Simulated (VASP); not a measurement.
A run of VASP 6.6.1:

The input INCAR:

```
PREC = Accurate
ENCUT = 520
EDIFF = 1E-6
ISMEAR = 0
SIGMA = 0.15
LREAL = False
LASPH = True
NELM = 60
ALGO = Normal
ISIF = 2
LWAVE = False
LCHARG = False
GGA = PE
NBANDS = 16
```

Contents of KPOINTS:

```
Automatic mesh
0
Gamma
  24 24 24
```

The input POSCAR:

```
WC
1.0
    0.0000000000      2.1571606948      2.1900108577
    2.1900108577      0.0000000000      2.1900108577
    2.1900108577      2.1571606948      0.0000000000
W C
1 1
Direct
    0.0000000000      0.0000000000      0.0000000000
    0.5000000000      0.5000000000      0.5000000000
```

Potentials or basis: VASP PAW PBE potentials, release 64 (W_sv, C).

Command:

```bash
$ cat potpaw_PBE.64/W_sv/POTCAR potpaw_PBE.64/C/POTCAR > POTCAR
$ mpirun -np 1 vasp_std > vasp.out
```

Hardware: 1 thread of AMD EPYC 9R45 96-Core Processor (Zen 5), with other jobs on the host.

Estimate the wall time of this run.

It took 3.4 min on 1 thread of AMD EPYC 9R45 96-Core Processor (Zen 5), with other jobs on the host, peak memory 0.41 GiB. Counts: scf iterations 13, k points 1063.
